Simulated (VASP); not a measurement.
# KNaICl (Pmmm) in VASP: notebook

Runs on KNaICl. Level: LDA. Tasks: single point.

Program: VASP 6.6.1. These are calculated values, not measurements. Logs are shortened: lines on timing, memory, paths and dates and some standing lists are left out, and cuts for length are marked.

## (1) The cell of the first run

Symmetry: Pmmm, No. 47, orthorhombic system. Conventional cell: a = 4.241 Å, b = 4.558 Å, c = 6.261 Å, α = 90.00°, β = 90.00°, γ = 90.00°. Within 4.1 Å of K (site symmetry mmm) lie 4 Cl at 3.11 Å and 2 I at 3.13 Å. Na (site symmetry mmm) has 4 I at 3.11 Å and 2 Cl at 3.13 Å within 4.1 Å. I (site symmetry mmm) has 4 Na at 3.11 Å and 2 K at 3.13 Å within 4.1 Å. Cl (site symmetry mmm) has 4 K at 3.11 Å and 2 Na at 3.13 Å within 4.1 Å.

## (2) Single point, LDA

INCAR

```
SYSTEM = KNaICl
ALGO     = Normal         ! electronic algorithm
EDIFF    = 1E-6           ! SCF threshold, eV
ENCUT    = 520            ! plane-wave cutoff, eV
GGA      = CA             ! functional
ISIF     = 2              ! what is computed and relaxed
ISMEAR   = 0              ! smearing method
LASPH    = .TRUE.         ! aspherical terms in the spheres
LCHARG   = .FALSE.        ! write CHGCAR
LREAL    = .FALSE.        ! projectors in reciprocal space
LWAVE    = .FALSE.        ! write WAVECAR
NBANDS   = 23             ! bands
NELM     = 80             ! most SCF steps
PREC     = Accurate       ! precision mode
SIGMA    = 0.05           ! smearing width, eV
```

KPOINTS

```
k-points
0
G
  6 6 4
  0 0 0
```

POSCAR

```
KNaICl
1.0
    4.2411676683      0.0000000000      0.0000000000
    0.0000000000      4.5582885432      0.0000000000
    0.0000000000      0.0000000000      6.2608948866
K Na I Cl
1 1 1 1
Direct
    0.5000000000      0.5000000000      0.5000000000
    0.0000000000      0.0000000000      0.0000000000
    0.5000000000      0.5000000000      0.0000000000
    0.0000000000      0.0000000000      0.5000000000
```

Potentials or basis: VASP PAW LDA potentials, release 64 (K_sv, Na_pv, I, Cl).

The run is started by

```console
cat potpaw_LDA.64/K_sv/POTCAR potpaw_LDA.64/Na_pv/POTCAR potpaw_LDA.64/I/POTCAR potpaw_LDA.64/Cl/POTCAR > POTCAR
mpirun -np 1 vasp_std > vasp.out
```

OUTCAR:

```text
SYSTEM = KNaICl
   EDIFF = 1E-6
   ENCUT = 520
   GGA = CA
   ISIF = 2
   ISMEAR = 0
   LASPH = .TRUE.
   LREAL = .FALSE.
   NELM = 80
   PREC = Accurate

 ion  position               nearest neighbor table
   1  0.500  0.500  0.500-   4 3.11   4 3.11   4 3.11   4 3.11   3 3.13   3 3.13
   2  0.000  0.000  0.000-   3 3.11   3 3.11   3 3.11   3 3.11
   3  0.500  0.500  0.000-   2 3.11   2 3.11   2 3.11   2 3.11   1 3.13   1 3.13
   4  0.000  0.000  0.500-   1 3.11   1 3.11   1 3.11   1 3.11

  LATTYP: Found a simple orthorhombic cell.
 ALAT       =     4.2411676683
 B/A-ratio  =     1.0747720674
 C/A-ratio  =     1.4762196113

  Lattice vectors:

 A1 = (   4.2411676683,   0.0000000000,   0.0000000000)
 A2 = (   0.0000000000,   4.5582885432,   0.0000000000)
 A3 = (   0.0000000000,   0.0000000000,   6.2608948866)

Analysis of symmetry for initial positions (statically):
=====================================================================
 Subroutine PRICEL returns:
 Original cell was already a primitive cell.

 Routine SETGRP: Setting up the symmetry group for a
 simple orthorhombic supercell.

 Subroutine GETGRP returns: Found  8 space group operations
 (whereof  8 operations were pure point group operations)
 out of a pool of  8 trial point group operations.

The static configuration has the point symmetry D_2h.

Analysis of symmetry for dynamics (positions and initial velocities):
=====================================================================
 Subroutine PRICEL returns:
 Original cell was already a primitive cell.

 Routine SETGRP: Setting up the symmetry group for a
 simple orthorhombic supercell.

 Subroutine GETGRP returns: Found  8 space group operations
 (whereof  8 operations were pure point group operations)
 out of a pool of  8 trial point group operations.

The dynamic configuration has the point symmetry D_2h.

 Subroutine INISYM returns: Found  8 space group operations
 (whereof  8 operations are pure point group operations),
 and found     1 'primitive' translations

----------------------------------------------------------------------------------------

                                     Primitive cell

  volume of cell :     121.0385

  direct lattice vectors                    reciprocal lattice vectors
     4.241167668  0.000000000  0.000000000     0.235784123  0.000000000  0.000000000
     0.000000000  4.558288543  0.000000000     0.000000000  0.219380583  0.000000000
     0.000000000  0.000000000  6.260894887     0.000000000  0.000000000  0.159721576

  length of vectors
     4.241167668  4.558288543  6.260894887     0.235784123  0.219380583  0.159721576

  position of ions in fractional coordinates (direct lattice)
     0.500000000  0.500000000  0.500000000
     0.000000000  0.000000000  0.000000000
     0.500000000  0.500000000  0.000000000
     0.000000000  0.000000000  0.500000000

  ion indices of the primitive-cell ions
   primitive index   ion index
                 1           1
                 2           2
                 3           3
                 4           4

----------------------------------------------------------------------------------------

 KPOINTS: k-points

Automatic generation of k-mesh.
 Grid dimensions read from file:
 generate k-points for:    6    6    4

 Generating k-lattice:

  Cartesian coordinates                     Fractional coordinates (reciprocal lattice)
     0.039297354  0.000000000  0.000000000     0.166666667  0.000000000  0.000000000
     0.000000000  0.036563431  0.000000000     0.000000000  0.166666667  0.000000000
     0.000000000  0.000000000  0.039930394     0.000000000  0.000000000  0.250000000

  Length of vectors
     0.039297354  0.036563431  0.039930394

  Shift w.r.t. Gamma in fractional coordinates (k-lattice)
     0.000000000  0.000000000  0.000000000

 Subroutine IBZKPT returns following result:
 ===========================================

 Found     48 irreducible k-points:

 Following reciprocal coordinates:
            Coordinates               Weight
  0.000000  0.000000  0.000000      1.000000
  0.166667  0.000000  0.000000      2.000000
  0.333333  0.000000  0.000000      2.000000
  0.500000  0.000000  0.000000      1.000000
  0.000000  0.166667  0.000000      2.000000
  0.166667  0.166667  0.000000      4.000000
[... 16 lines left out ...]
  0.333333  0.166667  0.250000      8.000000
  0.500000  0.166667  0.250000      4.000000
 [... further k-points ...]
   k-points           NKPTS =     48   k-points in BZ     NKDIM =     48   number of bands    NBANDS=     23
   number of dos      NEDOS =    301   number of ions     NIONS =      4
   total plane-waves  NPLWV =  55296
   dimension x,y,z NGX =    32 NGY =   36 NGZ =   48
   dimension x,y,z NGXF=    64 NGYF=   72 NGZF=   96
   ions per type =               1   1   1   1
   NGX,Y,Z   is equivalent  to a cutoff of  12.54, 13.13, 12.75 a.u.
   NGXF,Y,Z  is equivalent  to a cutoff of  25.09, 26.26, 25.49 a.u.
 SYSTEM =  KNaICl
   PREC   = accura    normal or accurate (medium, high low for compatibility)
   ISTART =      0    job   : 0-new  1-cont  2-samecut
   ICHARG =      2    charge: 1-file 2-atom 10-const
   ISPIN  =      1    spin polarized calculation?
   LNONCOLLINEAR =      F non collinear calculations
   LSORBIT =      F    spin-orbit coupling
   LASPH  =      T    aspherical Exc in radial PAW
   ENCUT  =  520.0 eV  38.22 Ry    6.18 a.u.   7.89  8.48 11.64*2*pi/ulx,y,z
   NELM   =     80;   NELMIN=  2; NELMDL= -5     # of ELM steps
   EDIFF  = 0.1E-05   stopping-criterion for ELM
   LREAL  =      F    real-space projection
   EDIFFG = 0.1E-04   stopping-criterion for IOM
   NSW    =      0    number of steps for IOM
   IBRION =     -1    ionic relax: 0-MD 1-quasi-New 2-CG
   NFREE  =      0    steps in history (QN), initial steepest desc. (CG)
   ISIF   =      2    stress and relaxation
   ISYM   =      2    0-nonsym 1-usesym 2-fastsym
   POTIM  = 0.5000    time-step for ionic-motion
   TEBEG  =    0.0;   TEEND  =   0.0 temperature during run
   PSTRESS=    0.0 pullay stress
   NELECT =      30.0000    total number of electrons
   NUPDOWN=      -1.0000    fix difference up-down
   EMIN   =  10.00;   EMAX   =-10.00  energy-range for DOS
   EFERMI =   0.00;   METHOD = LEGACY
   ISMEAR =     0;   SIGMA  =   0.05  broadening in eV -4-tet -1-fermi 0-gaus
   EFERMI_NEDOS =   21; number of points for ismear=-14 and -15
   IALGO  =     38    algorithm
   IMIX   =      4    mixing-type and parameters
     AMIX     =   0.40;   BMIX     =  1.00
     AMIX_MAG =   1.60;   BMIX_MAG =  1.00
  volume/ion in A,a.u.               =      30.26       204.20
  Fermi-wavevector in a.u.,A,eV,Ry     =   1.028349  1.943299 14.388194  1.057502
  Thomas-Fermi vector in A             =   2.162341
   LORBIT       =      0    0 simple, 1 ext, 2 COOP (PROOUT), +10 PAW based schemes
   GGA     = CA    functional components
   LHFCALC =     F    Hartree Fock is set to
   AEXX    =    0.0000 exact exchange contribution
   IVDW    =     0    specifies the selected vdW correction
   LEPSILON=     F    determine dielectric tensor
   LRPA    =     F    only Hartree local field effects (RPA)
 non-spin polarized calculation
 Gauss-broadening in eV      SIGMA  =   0.05
  energy-cutoff  :      520.00
  volume of cell :      121.04
 maximum number of plane-waves:      3280
 NGX is ok and might be reduce to    32
   NGX = 15   NGY = 17   NGZ = 23

 number of electron      29.9999997 magnetization

 Free energy of the ion-electron system (eV)
  ---------------------------------------------------
  ext. energy  EPLUGINS =         0.00000000
  ---------------------------------------------------
  free energy    TOTEN  =       -13.18093466 eV

  energy without entropy =      -13.18093466  energy(sigma->0) =      -13.18093466

 E-fermi :   0.3285     XC(G=0):  -8.3922

 val. band max:        0.0034715556   @ k =   0.0000   0.5000   0.0000
 cond. band min:       3.7805826401   @ k =   0.0000   0.0000   0.0000
 fundamental gap:      3.7771110845
 Fermi energy:         0.3284608837

 k-point     1 :       0.0000    0.0000    0.0000
  band No.  band energies     occupation
      1     -27.4049      2.00000
      2     -22.2053      2.00000
      3     -22.2010      2.00000
      4     -22.1802      2.00000
      5     -12.6348      2.00000
      6     -11.3393      2.00000
[... 15 lines left out ...]
     22       8.3994      0.00000
     23       8.7559      0.00000

 k-point     2 :       0.1667    0.0000    0.0000
  band No.  band energies     occupation
      1     -27.4031      2.00000
      2     -22.2071      2.00000
      3     -22.2007      2.00000
      4     -22.1801      2.00000
      5     -12.6746      2.00000
      6     -11.3349      2.00000
[... 15 lines left out ...]
     22       8.5942      0.00000
     23       8.8567      0.00000

 k-point     3 :       0.3333    0.0000    0.0000
  band No.  band energies     occupation
      1     -27.3995      2.00000
      2     -22.2107      2.00000
      3     -22.2000      2.00000
      4     -22.1798      2.00000
      5     -12.7498      2.00000
      6     -11.3262      2.00000
[... 15 lines left out ...]
     22       8.5297      0.00000
     23       8.6689      0.00000

 k-point     4 :       0.5000    0.0000    0.0000
  band No.  band energies     occupation
      1     -27.3976      2.00000
      2     -22.2124      2.00000
      3     -22.1997      2.00000
      4     -22.1797      2.00000
      5     -12.7856      2.00000
      6     -11.3217      2.00000
[... 15 lines left out ...]
     22       8.4037      0.00000
     23       8.4412      0.00000

 k-point     5 :       0.0000    0.1667    0.0000
  band No.  band energies     occupation
      1     -27.4040      2.00000
      2     -22.2051      2.00000
      3     -22.2021      2.00000
      4     -22.1802      2.00000
      5     -12.6882      2.00000
      6     -11.3368      2.00000
[... 434 lines left out ...]
 k-point    22 :       0.1667    0.1667    0.2500
  band No.  band energies     occupation
      1     -27.4022      2.00000
      2     -22.2068      2.00000
      3     -22.2017      2.00000
      4     -22.1802      2.00000
      5     -12.6949      2.00000
      6     -11.6083      2.00000
[... 15 lines left out ...]
     22       8.3812      0.00000
     23       8.8826      0.00000

 k-point    23 :       0.3333    0.1667    0.2500
  band No.  band energies     occupation
      1     -27.3987      2.00000
      2     -22.2103      2.00000
      3     -22.2009      2.00000
      4     -22.1799      2.00000
      5     -12.7205      2.00000
      6     -11.5721      2.00000
[... 15 lines left out ...]
     22       9.0632      0.00000
     23       9.4078      0.00000

 k-point    24 :       0.5000    0.1667    0.2500
  band No.  band energies     occupation
      1     -27.3969      2.00000
      2     -22.2121      2.00000
      3     -22.2005      2.00000
      4     -22.1798      2.00000
      5     -12.7346      2.00000
      6     -11.5547      2.00000
[... 15 lines left out ...]
     22       9.4462      0.00000
     23       9.4733      0.00000

 [... further k-points ...]
[... 5 lines left out ...]
  --------------------------------------------------------------------------------------
  -------------------------------------------------------------------------------------
  Total       -0.1361768     -1.0124761      1.3473008      0.0000000      0.0000000      0.0000000
  in kB       -1.8025607    -13.4020636     17.8341121      0.0000000      0.0000000      0.0000000
  external PRESSURE =       0.8764959 kB  Pullay stress =       0.0000000 kB

 VOLUME and BASIS-vectors are now :
 -----------------------------------------------------------------------------
  energy-cutoff  :      520.00
  volume of cell :      121.04
      direct lattice vectors                 reciprocal lattice vectors
     4.241167668  0.000000000  0.000000000     0.235784123  0.000000000  0.000000000
     0.000000000  4.558288543  0.000000000     0.000000000  0.219380583  0.000000000
     0.000000000  0.000000000  6.260894887     0.000000000  0.000000000  0.159721576

 POSITION                                       TOTAL-FORCE (eV/Angst)
 -----------------------------------------------------------------------------------
      2.12058      2.27914      3.13045         0.000000      0.000000      0.000000
      0.00000      0.00000      0.00000         0.000000      0.000000      0.000000
      2.12058      2.27914      0.00000         0.000000      0.000000      0.000000
      0.00000      0.00000      3.13045         0.000000      0.000000      0.000000
 -----------------------------------------------------------------------------------
    total drift:                                0.000000     -0.000000     -0.000000

  FREE ENERGIE OF THE ION-ELECTRON SYSTEM (eV)
  ---------------------------------------------------
  free  energy   TOTEN  =       -13.1809346617 eV

  energy  without entropy=      -13.1809346617  energy(sigma->0) =      -13.18093466
```

Run time: 57 s. Hardware: 1 thread of AMD EPYC 9R45 (Zen 5), shared host; peak memory 0.25 GiB.

What came out:

* Free energy: -13.1809 eV
* Pressure: 0.1 GPa
* Band gap on the k mesh: 3.78 eV, indirect (the least direct gap lies 3.3 meV higher)

Levels at points of the mesh, in eV from the valence-band top:
| k point | band 11 | band 12 | band 13 | band 14 | band 15 | band 16 | band 17 | band 18 | band 19 | band 20 |
| --- | --- | --- | --- | --- | --- | --- | --- | --- | --- | --- |
| (0.00, 0.00, 0.00) | -0.97 | -0.72 | -0.37 | -0.18 | 0.00 | 3.78 | 5.36 | 6.22 | 7.14 | 7.69 |
| (0.50, 0.00, 0.00) | -1.57 | -1.23 | -1.09 | -0.46 | -0.35 | 5.97 | 6.05 | 7.16 | 7.73 | 7.92 |
| (0.00, 0.50, 0.00) | -1.54 | -1.29 | -0.86 | -0.58 | 0.00 | 6.15 | 6.21 | 7.07 | 7.55 | 8.47 |
| (0.50, 0.50, 0.00) | -1.73 | -1.09 | -0.85 | -0.84 | -0.27 | 4.56 | 5.24 | 5.40 | 7.53 | 9.23 |
| (0.00, 0.00, 0.50) | -1.34 | -0.83 | -0.65 | -0.59 | -0.13 | 4.92 | 5.91 | 6.21 | 6.34 | 8.76 |
| (0.50, 0.00, 0.50) | -1.85 | -1.08 | -0.74 | -0.69 | -0.39 | 5.44 | 5.55 | 7.54 | 8.37 | 8.66 |
| (0.00, 0.50, 0.50) | -1.89 | -0.86 | -0.72 | -0.69 | -0.04 | 5.40 | 5.87 | 8.03 | 8.36 | 8.41 |
| (0.50, 0.50, 0.50) | -1.52 | -1.21 | -1.18 | -1.10 | -0.88 | 5.42 | 6.95 | 7.22 | 7.41 | 7.46 |

Caveat: the cell differs from its parent crystal (strain +e along x and -e along y -0.0367, strain +e along z and -e/2 along x and y -0.0367); spin-orbit coupling is left out, which moves the levels of the heavy elements. A k mesh can miss the band edges.

(Part 1 of 2 ends here.)
